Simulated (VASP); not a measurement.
A run of VASP 6.6.1:

File POSCAR:

```
Sr
1.0
    0.0000000000      3.0012321217      3.0012321217
    3.0012321217      0.0000000000      3.0012321217
    3.0012321217      3.0012321217      0.0000000000
Sr
1
Direct
    0.0000000000      0.0000000000      0.0000000000
```

The input INCAR.step1:

```
PREC = Accurate
ENCUT = 520
EDIFF = 1E-5
ISMEAR = -1
SIGMA = 0.05
LREAL = F
LASPH = T
NELM = 100
ALGO = Normal
ISIF = 2
LWAVE = T
LCHARG = F
NBANDS = 11
GGA = PE
```

File INCAR.step2:

```
PREC = Accurate
ENCUT = 520
EDIFF = 1E-6
ISMEAR = -1
SIGMA = 0.05
LREAL = F
LASPH = T
NELM = 100
ALGO = Normal
ISIF = 2
LWAVE = F
LCHARG = F
GGA = PE
LHFCALC = T
HFSCREEN = 0.2079
PRECFOCK = Normal
NBANDS = 11
ISTART = 1
```

Contents of KPOINTS:

```
Automatic mesh
0
Gamma
  4 4 4
```

Potentials or basis: VASP PAW PBE potentials, release 64 (Sr_sv).

Command:

```sh
$ cat potpaw_PBE.64/Sr_sv/POTCAR > POTCAR
$ cp INCAR.step1 INCAR
$ mpirun -np 1 vasp_std > vasp.out
$ cp INCAR.step2 INCAR
$ mpirun -np 1 vasp_std > vasp.out
```

Hardware: 1 thread of Intel(R) Xeon(R) Platinum 8488C (Sapphire Rapids), on a shared host.

Task: Estimate the wall time of this run.

Result: Run time: 2.1 min on 1 thread of Intel(R) Xeon(R) Platinum 8488C (Sapphire Rapids) (shared host), peak memory 0.27 GiB. Counts: k points 8.
